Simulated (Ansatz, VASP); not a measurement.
# Se in VASP and in Ansatz

```
CELL_PARAMETERS angstrom
4.36620 0.00000 0.00000
-2.18310 3.78124 0.00000
0.00000 0.00000 4.95360
ATOMIC_POSITIONS crystal
Se 0.22540 0.00000 0.33333
Se 0.00000 0.22540 0.66667
Se 0.77460 0.77460 0.00000
```

Alike in both runs: task single point; functional LDA; k mesh 6 × 6 × 4; occupations gaussian, width 0.1 eV; no spin polarisation.

|  | VASP | Ansatz |
| --- | --- | --- |
| version | VASP 6.6.1 | Ansatz 0.2.0 |
| potentials or method | VASP PAW LDA potentials, release 64 (Se), cutoff 520 eV | scalar-relativistic, plane waves, PAW |
| valence electrons in the cell | 18 | 48 |

VASP gave:

* gap on the k mesh at the Fermi level (eV): 0.91
* least direct gap on the mesh (eV): 1.13
* pressure (GPa): -1.1
* traceless stress, the component that is largest in VASP (GPa): 0.97
* rms of the force components (eV/Å): 0.152

Q: What did Ansatz give for the same quantities?

A: gap on the k mesh at the Fermi level (eV): 0.92; least direct gap on the mesh (eV): 1.14; pressure (GPa): -1.3; traceless stress, the component that is largest in VASP (GPa): 0.89; rms of the force components (eV/Å): 0.123.

LDA's correlation is that of Perdew and Zunger in VASP and of Perdew and Wang (1992) in Ansatz. Atom by atom the forces differ by 0.029 eV/Å (rms over components). VASP's potentials hold 18 valence electrons a cell and Ansatz's 48, so a difference there can come from the potentials and not from the codes.
